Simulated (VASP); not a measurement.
# ZrB (Fm-3m) in VASP: further runs

The runs below take ZrB through single point, with r2SCAN.

Program: VASP 6.6.1. These are calculated values, not measurements. Logs are shortened: lines on timing, memory, paths and dates and some standing lists are left out, and cuts for length are marked.

### 1 The cell of the first run

Symmetry: Fm-3m, No. 225, cubic system. The conventional cell has a = 4.911 Å, b = 4.911 Å, c = 4.911 Å, α = 90.00°, β = 90.00°, γ = 90.00°. Within 3.2 Å of Zr (site symmetry m-3m) lie 6 B at 2.46 Å. Within 3.2 Å of B (site symmetry m-3m) lie 6 Zr at 2.46 Å.

### 2 Single point, r2SCAN

The input, POSCAR:

```
ZrB
1.0
    0.0000000000     -2.4555667204     -2.4555667204
    2.4555667204      0.0000000000     -2.4555667204
    2.4555667204     -2.4555667204      0.0000000000
Zr B
1 1
Direct
    0.0000000000      0.0000000000      0.0000000000
    0.5000000000      0.5000000000      0.5000000000
```

The input, INCAR.step1:

```
PREC = Accurate ; ENCUT = 520
ISMEAR = 0 ; SIGMA = 0.1
LREAL = F ; LASPH = T
NELM = 80 ; NBANDS = 14
GGA = PE ; ALGO = Normal
EDIFF = 1E-4 ; LWAVE = T
LCHARG = F
```

The input, INCAR.step2:

```
PREC = Accurate ; ENCUT = 520
EDIFF = 1E-6 ; ISMEAR = 0
SIGMA = 0.1 ; LREAL = F
LASPH = T ; NELM = 80
ALGO = Normal ; ISIF = 2
LWAVE = F ; LCHARG = T
METAGGA = R2SCAN ; LMIXTAU = T
LELF = T ; LVHAR = T
NBANDS = 14 ; ISTART = 1
```

The input, KPOINTS:

```
Automatic mesh
0
Gamma
  8 8 8
```

Potentials or basis: VASP PAW PBE potentials, release 64 (Zr_sv, B).

On the command line:

```bash
> cat potpaw_PBE.64/Zr_sv/POTCAR potpaw_PBE.64/B/POTCAR > POTCAR
> cp INCAR.step1 INCAR
> mpirun -np 1 vasp_std > vasp.out
> cp INCAR.step2 INCAR
> mpirun -np 1 vasp_std > vasp.out
```

OUTCAR:

```text
PREC = Accurate
   ENCUT = 520
   EDIFF = 1E-6
   ISMEAR = 0
   LREAL = F
   LASPH = T
   NELM = 80
   ISIF = 2
   METAGGA = R2SCAN
   ISTART = 1

 ion  position               nearest neighbor table
   1  0.000  0.000  0.000-   2 2.46   2 2.46   2 2.46   2 2.46   2 2.46   2 2.46
   2  0.500  0.500  0.500-   1 2.46   1 2.46   1 2.46   1 2.46   1 2.46   1 2.46

  LATTYP: Found a face centered cubic cell.
 ALAT       =     4.9111334408

  Lattice vectors:

 A1 = (   0.0000000000,  -2.4555667204,  -2.4555667204)
 A2 = (   2.4555667204,   0.0000000000,  -2.4555667204)
 A3 = (   2.4555667204,  -2.4555667204,   0.0000000000)

Analysis of symmetry for initial positions (statically):
=====================================================================
 Subroutine PRICEL returns:
 Original cell was already a primitive cell.

 Routine SETGRP: Setting up the symmetry group for a
 face centered cubic supercell.

 Subroutine GETGRP returns: Found 48 space group operations
 (whereof 48 operations were pure point group operations)
 out of a pool of 48 trial point group operations.

The static configuration has the point symmetry O_h .

Analysis of symmetry for dynamics (positions and initial velocities):
=====================================================================
 Subroutine PRICEL returns:
 Original cell was already a primitive cell.

 Routine SETGRP: Setting up the symmetry group for a
 face centered cubic supercell.

 Subroutine GETGRP returns: Found 48 space group operations
 (whereof 48 operations were pure point group operations)
 out of a pool of 48 trial point group operations.

The dynamic configuration has the point symmetry O_h .

 Subroutine INISYM returns: Found 48 space group operations
 (whereof 48 operations are pure point group operations),
 and found     1 'primitive' translations

----------------------------------------------------------------------------------------

                                     Primitive cell

  volume of cell :      29.6132

  direct lattice vectors                    reciprocal lattice vectors
     0.000000000 -2.455566720 -2.455566720    -0.203618984 -0.203618984 -0.203618984
     2.455566720  0.000000000 -2.455566720     0.203618984  0.203618984 -0.203618984
     2.455566720 -2.455566720  0.000000000     0.203618984 -0.203618984  0.203618984

  length of vectors
     3.472695759  3.472695759  3.472695759     0.352678425  0.352678425  0.352678425

  position of ions in fractional coordinates (direct lattice)
     0.000000000  0.000000000  0.000000000
     0.500000000  0.500000000  0.500000000

  ion indices of the primitive-cell ions
   primitive index   ion index
                 1           1
                 2           2

----------------------------------------------------------------------------------------

 KPOINTS: Automatic mesh

Automatic generation of k-mesh.
 Grid dimensions read from file:
 generate k-points for:    8    8    8

 Generating k-lattice:

  Cartesian coordinates                     Fractional coordinates (reciprocal lattice)
    -0.025452373 -0.025452373 -0.025452373     0.125000000  0.000000000  0.000000000
     0.025452373  0.025452373 -0.025452373     0.000000000  0.125000000  0.000000000
     0.025452373 -0.025452373  0.025452373     0.000000000  0.000000000  0.125000000

  Length of vectors
     0.044084803  0.044084803  0.044084803

  Shift w.r.t. Gamma in fractional coordinates (k-lattice)
     0.000000000  0.000000000  0.000000000

 Subroutine IBZKPT returns following result:
 ===========================================

 Found     29 irreducible k-points:

 Following reciprocal coordinates:
            Coordinates               Weight
  0.000000  0.000000  0.000000      1.000000
  0.125000  0.000000  0.000000      8.000000
  0.250000  0.000000  0.000000      8.000000
  0.375000  0.000000  0.000000      8.000000
  0.500000  0.000000  0.000000      4.000000
  0.125000  0.125000  0.000000      6.000000
[... 16 lines left out ...]
  0.500000  0.250000  0.125000     48.000000
 -0.375000  0.250000  0.125000     24.000000
 [... further k-points ...]
   k-points           NKPTS =     29   k-points in BZ     NKDIM =     29   number of bands    NBANDS=     14
   number of dos      NEDOS =    301   number of ions     NIONS =      2
   total plane-waves  NPLWV =  21952
   dimension x,y,z NGX =    28 NGY =   28 NGZ =   28
   dimension x,y,z NGXF=    56 NGYF=   56 NGZF=   56
   ions per type =               1   1
   NGX,Y,Z   is equivalent  to a cutoff of  13.40, 13.40, 13.40 a.u.
   NGXF,Y,Z  is equivalent  to a cutoff of  26.81, 26.81, 26.81 a.u.
 SYSTEM =  unknown system
   PREC   = accura    normal or accurate (medium, high low for compatibility)
   ISTART =      1    job   : 0-new  1-cont  2-samecut
   ICHARG =      0    charge: 1-file 2-atom 10-const
   ISPIN  =      1    spin polarized calculation?
   LNONCOLLINEAR =      F non collinear calculations
   LSORBIT =      F    spin-orbit coupling
   LASPH  =      T    aspherical Exc in radial PAW
   ENCUT  =  520.0 eV  38.22 Ry    6.18 a.u.   6.46  6.46  6.46*2*pi/ulx,y,z
   NELM   =     80;   NELMIN=  2; NELMDL=  0     # of ELM steps
   EDIFF  = 0.1E-05   stopping-criterion for ELM
   LREAL  =      F    real-space projection
   EDIFFG = 0.1E-04   stopping-criterion for IOM
   NSW    =      0    number of steps for IOM
   IBRION =     -1    ionic relax: 0-MD 1-quasi-New 2-CG
   NFREE  =      0    steps in history (QN), initial steepest desc. (CG)
   ISIF   =      2    stress and relaxation
   ISYM   =      2    0-nonsym 1-usesym 2-fastsym
   POTIM  = 0.5000    time-step for ionic-motion
   TEBEG  =    0.0;   TEEND  =   0.0 temperature during run
   PSTRESS=    0.0 pullay stress
   NELECT =      15.0000    total number of electrons
   NUPDOWN=      -1.0000    fix difference up-down
   EMIN   =  10.00;   EMAX   =-10.00  energy-range for DOS
   EFERMI =   0.00;   METHOD = LEGACY
   ISMEAR =     0;   SIGMA  =   0.10  broadening in eV -4-tet -1-fermi 0-gaus
   EFERMI_NEDOS =   21; number of points for ismear=-14 and -15
   IALGO  =     38    algorithm
   IMIX   =      4    mixing-type and parameters
     AMIX     =   0.40;   BMIX     =  1.00
     AMIX_MAG =   1.60;   BMIX_MAG =  1.00
  volume/ion in A,a.u.               =      14.81        99.92
  Fermi-wavevector in a.u.,A,eV,Ry     =   1.304999  2.466091 23.171026  1.703022
  Thomas-Fermi vector in A             =   2.435897
   LORBIT       =      0    0 simple, 1 ext, 2 COOP (PROOUT), +10 PAW based schemes
   METAGGA = R2SCAN    functional components
   LHFCALC =     F    Hartree Fock is set to
   AEXX    =    0.0000 exact exchange contribution
   IVDW    =     0    specifies the selected vdW correction
   LEPSILON=     F    determine dielectric tensor
   LRPA    =     F    only Hartree local field effects (RPA)
 non-spin polarized calculation
 Gauss-broadening in eV      SIGMA  =   0.10
  energy-cutoff  :      520.00
  volume of cell :       29.61
 maximum number of plane-waves:       821
 NGX is ok and might be reduce to    28
   NGX = 13   NGY = 13   NGZ = 13

 number of electron      15.0000000 magnetization

 Free energy of the ion-electron system (eV)
  ---------------------------------------------------
  ext. energy  EPLUGINS =         0.00000000
  ---------------------------------------------------
  free energy    TOTEN  =       -30.97888495 eV

  energy without entropy =      -30.97313060  energy(sigma->0) =      -30.97600777

 E-fermi :   7.4373     XC(G=0): -12.2797

 val. band max:        7.3606509764   @ k =   0.5000   0.2500   0.0000
 cond. band min:       7.4695508345   @ k =   0.3750   0.2500   0.1250
 fundamental gap:      0.1088998582
 Fermi energy:         7.4372988667

 k-point     1 :       0.0000    0.0000    0.0000
  band No.  band energies     occupation
      1     -41.7451      2.00000
      2     -18.8679      2.00000
      3     -18.8679      2.00000
      4     -18.8679      2.00000
      5      -1.1940      2.00000
      6       9.4103      0.00000
      7       9.4103      0.00000
      8       9.4103      0.00000
      9      10.6926      0.00000
     10      10.6926      0.00000
     11      11.0052      0.00000
     12      11.0052      0.00000
     13      11.0052      0.00000
     14      18.5863      0.00000

 k-point     2 :       0.1250    0.0000    0.0000
  band No.  band energies     occupation
      1     -41.7361      2.00000
      2     -18.9542      2.00000
      3     -18.8762      2.00000
      4     -18.8762      2.00000
      5      -0.8364      2.00000
      6       8.3164      0.00000
      7       8.7262      0.00000
      8       8.7262      0.00000
      9       9.9600      0.00000
     10       9.9600      0.00000
     11      11.4424      0.00000
     12      13.1407      0.00000
     13      13.1407      0.00000
     14      19.3795      0.00000

 k-point     3 :       0.2500    0.0000    0.0000
  band No.  band energies     occupation
      1     -41.7144      2.00000
      2     -19.1569      2.00000
      3     -18.8963      2.00000
      4     -18.8963      2.00000
      5       0.1415      2.00000
      6       6.5316      2.00000
      7       7.3576      1.74036
      8       7.3576      1.74036
      9      10.7902      0.00000
     10      10.7902      0.00000
     11      11.9523      0.00000
     12      15.6768      0.00000
     13      15.6768      0.00000
     14      19.2938      0.00000

 k-point     4 :       0.3750    0.0000    0.0000
  band No.  band energies     occupation
      1     -41.6926      2.00000
      2     -19.3523      2.00000
      3     -18.9163      2.00000
      4     -18.9163      2.00000
      5       1.5060      2.00000
      6       4.7905      2.00000
      7       6.4888      2.00000
      8       6.4888      2.00000
      9      11.9398      0.00000
     10      11.9398      0.00000
     11      12.8104      0.00000
     12      17.0506      0.00000
     13      18.0308      0.00000
     14      18.0308      0.00000

 k-point     5 :       0.5000    0.0000    0.0000
  band No.  band energies     occupation
      1     -41.6835      2.00000
      2     -19.4313      2.00000
      3     -18.9245      2.00000
      4     -18.9245      2.00000
      5       2.7587      2.00000
      6       3.4482      2.00000
      7       6.1948      2.00000
      8       6.1948      2.00000
      9      12.5722      0.00000
     10      12.5722      0.00000
     11      13.9204      0.00000
[... 276 lines left out ...]
 k-point    22 :       0.3750    0.2500    0.1250
  band No.  band energies     occupation
      1     -41.6981      2.00000
      2     -19.1973      2.00000
      3     -19.0033      2.00000
      4     -18.9278      2.00000
      5       0.7318      2.00000
      6       5.6162      2.00000
      7       7.0624      2.00000
      8       7.4696      0.64831
      9      10.0273      0.00000
     10      12.1670      0.00000
     11      13.4160      0.00000
     12      14.0851      0.00000
     13      17.3266      0.00000
     14      20.1819      0.00000

 k-point    23 :       0.5000    0.2500    0.1250
  band No.  band energies     occupation
      1     -41.6805      2.00000
      2     -19.3025      2.00000
      3     -19.0586      2.00000
      4     -18.9566      2.00000
      5       1.6274      2.00000
      6       4.8737      2.00000
      7       6.4670      2.00000
      8       6.9029      2.00000
      9      10.9500      0.00000
     10      12.8064      0.00000
     11      13.5802      0.00000
     12      15.2509      0.00000
     13      17.5613      0.00000
     14      19.5687      0.00000

 k-point    24 :      -0.3750    0.2500    0.1250
  band No.  band energies     occupation
      1     -41.6732      2.00000
      2     -19.3482      2.00000
      3     -19.0734      2.00000
      4     -18.9738      2.00000
      5       2.1061      2.00000
      6       4.4575      2.00000
      7       6.3245      2.00000
      8       6.6982      2.00000
      9      12.0094      0.00000
     10      12.1420      0.00000
     11      13.5275      0.00000
     12      16.8438      0.00000
     13      16.9996      0.00000
     14      18.5301      0.00000

 [... further k-points ...]
[... 5 lines left out ...]
  --------------------------------------------------------------------------------------
  -------------------------------------------------------------------------------------
  Total        0.0233608      0.0233608      0.0233608      0.0000000      0.0000000      0.0000000
  in kB        1.2639009      1.2639009      1.2639009      0.0000000      0.0000000      0.0000000
  external PRESSURE =       1.2639009 kB  Pullay stress =       0.0000000 kB

 VOLUME and BASIS-vectors are now :
 -----------------------------------------------------------------------------
  energy-cutoff  :      520.00
  volume of cell :       29.61
      direct lattice vectors                 reciprocal lattice vectors
     0.000000000 -2.455566720 -2.455566720    -0.203618984 -0.203618984 -0.203618984
     2.455566720  0.000000000 -2.455566720     0.203618984  0.203618984 -0.203618984
     2.455566720 -2.455566720  0.000000000     0.203618984 -0.203618984  0.203618984

 POSITION                                       TOTAL-FORCE (eV/Angst)
 -----------------------------------------------------------------------------------
      0.00000      0.00000      0.00000        -0.000000     -0.000000     -0.000000
      2.45557     -2.45557     -2.45557         0.000000      0.000000      0.000000
 -----------------------------------------------------------------------------------
    total drift:                               -0.000000     -0.000000     -0.000000

  FREE ENERGIE OF THE ION-ELECTRON SYSTEM (eV)
  ---------------------------------------------------
  free  energy   TOTEN  =       -30.9788849511 eV

  energy  without entropy=      -30.9731305958  energy(sigma->0) =      -30.97600777
```

It took 59 s on 1 thread of AMD EPYC 7R13 (Zen 3), shared host; peak memory 0.14 GiB.

What came out:

```yaml
Free_energy: -30.9789 eV
Pressure: 0.1 GPa
```

Levels at points of the mesh, in eV from the Fermi level:
```tsv
k point	band 6	band 7	band 8	band 9	band 10	band 11
(0.00, 0.00, 0.00)	1.97	1.97	1.97	3.26	3.26	3.57
(0.50, 0.00, 0.00)	-3.99	-1.24	-1.24	5.13	5.13	6.48
(0.50, 0.50, 0.00)	-0.97	-0.71	2.09	2.09	4.69	6.08
```

Caveat: the PAW data sets were made with another functional, which shifts forces and pressure a little.

### 3 Single point, r2SCAN

This run uses another cell than the first one, of 12.57 Å³/atom, 0.849 times its volume.

The input, POSCAR:

```
ZrB
1.0
    0.0000000000      2.3250000000      2.3250000000
    2.3250000000      0.0000000000      2.3250000000
    2.3250000000      2.3250000000      0.0000000000
Zr B
1 1
Direct
    0.0000000000      0.0000000000      0.0000000000
    0.5000000000      0.5000000000      0.5000000000
```

The input, INCAR.step1:

```
SYSTEM = ZrB
ALGO     = Normal         ! electronic algorithm
EDIFF    = 1E-4           ! SCF threshold, eV
ENCUT    = 520            ! plane-wave cutoff, eV
GGA      = PE             ! functional
ISMEAR   = 0              ! smearing method
LASPH    = .True.         ! aspherical terms in the spheres
LCHARG   = .False.        ! write CHGCAR
LREAL    = .False.        ! projectors in reciprocal space
LWAVE    = .True.         ! write WAVECAR
NBANDS   = 14             ! bands
NELM     = 60             ! most SCF steps
PREC     = Accurate       ! precision mode
SIGMA    = 0.1            ! smearing width, eV
```

The input, INCAR.step2:

```
SYSTEM = ZrB
ALGO     = Normal         ! electronic algorithm
EDIFF    = 1E-6           ! SCF threshold, eV
ENCUT    = 520            ! plane-wave cutoff, eV
ISIF     = 2              ! what is computed and relaxed
ISMEAR   = 0              ! smearing method
ISTART   = 1            
LASPH    = .True.         ! aspherical terms in the spheres
LCHARG   = .True.         ! write CHGCAR
LELF     = .True.         ! ELF
LMIXTAU  = .True.       
LREAL    = .False.        ! projectors in reciprocal space
LVHAR    = .True.       
LWAVE    = .False.        ! write WAVECAR
METAGGA  = R2SCAN         ! meta-GGA
NBANDS   = 14             ! bands
NELM     = 60             ! most SCF steps
PREC     = Accurate       ! precision mode
SIGMA    = 0.1            ! smearing width, eV
```

The input, KPOINTS:

```
k-points
0
Gamma
  6 6 6
  0 0 0
```

Potentials or basis: VASP PAW PBE potentials, release 64 (Zr_sv, B).

On the command line:

```bash
> cat potpaw_PBE.64/Zr_sv/POTCAR potpaw_PBE.64/B/POTCAR > POTCAR
> cp INCAR.step1 INCAR
> mpirun -np 1 vasp_std > vasp.out
> cp INCAR.step2 INCAR
> mpirun -np 1 vasp_std > vasp.out
```

Run time: 46 s. Hardware: 1 thread of Intel Xeon Platinum 8375C at 2.90GHz (Ice Lake), shared host; peak memory 0.14 GiB.

The run converged. Its results:

```
Free energy : -30.5422 eV
Pressure    : 36.9 GPa
```

Levels at points of the mesh, in eV from the Fermi level:
```tsv
k point	band 5	band 6	band 7	band 8	band 9	band 10	band 11	band 12
(0.00, 0.00, 0.00)	-8.71	2.39	2.39	2.39	4.08	4.08	4.22	4.22
(0.50, 0.00, 0.00)	-4.18	-3.83	-1.29	-1.29	6.38	6.38	8.09	8.80
(0.50, 0.50, 0.00)	-6.82	-0.87	-0.21	2.86	2.86	5.90	7.59	7.59
```

Caveat: the k points lie up to 0.39 Å⁻¹ apart; the PAW data sets were made with another functional, which shifts forces and pressure a little.
